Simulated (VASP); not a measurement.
Wanted: the native input for a VASP 6.6.1 run.

```yaml
Task: single point
Functional: BLYP
Potentials_or_basis: VASP PAW PBE potentials, release 64 (Hf_pv)
Cutoff: 520 eV
k_mesh: 14 × 14 × 14
Occupations: fermi-dirac, width 0.1 eV
Spin: no spin polarisation
Dipole_correction: no
Further_INCAR_settings: ALGO = Normal; EDIFF = 1e-07; NBANDS = 11
```

The structure of Hf lies in POSCAR:

```
Hf
1.0
    0.0000000000      2.2627500233      2.2627500233
    2.2627500233      0.0000000000      2.2627500233
    2.2627500233      2.2627500233      0.0000000000
Hf
1
Direct
    0.0000000000      0.0000000000      0.0000000000
```

One way to write it, as run:

INCAR

```
SYSTEM = Hf
PREC = Accurate
ENCUT = 520
EDIFF = 1E-7
ISMEAR = -1
SIGMA = 0.1
LREAL = .FALSE.
LASPH = .TRUE.
NELM = 60
ALGO = Normal
ISIF = 2
LWAVE = .FALSE.
LCHARG = .FALSE.
GGA = B5
ALDAX = 1.0
AGGAX = 1.0
AGGAC = 1.0
ALDAC = 0.0
NBANDS = 11
```

KPOINTS

```
regular mesh
0
G
  14 14 14
  0 0 0
```

Potentials or basis: VASP PAW PBE potentials, release 64 (Hf_pv).

Command:

```sh
$ cat potpaw_PBE.64/Hf_pv/POTCAR > POTCAR
$ mpirun -np 1 vasp_std > vasp.out
```

It gave:

```yaml
Pressure: 0.0 GPa
Band_gap_on_the_k_mesh: zero (band 5 reaches 6.30 eV, above the bottom of band 6 at 4.40 eV)
```

Caveat: the PAW data sets were made with another functional, which shifts forces and pressure a little; spin-orbit coupling is left out, which moves the levels of the heavy elements.

Wall time 11 s on 1 thread of Intel(R) Xeon(R) 6975P-C (Granite Rapids) (shared host), peak memory 0.15 GiB.
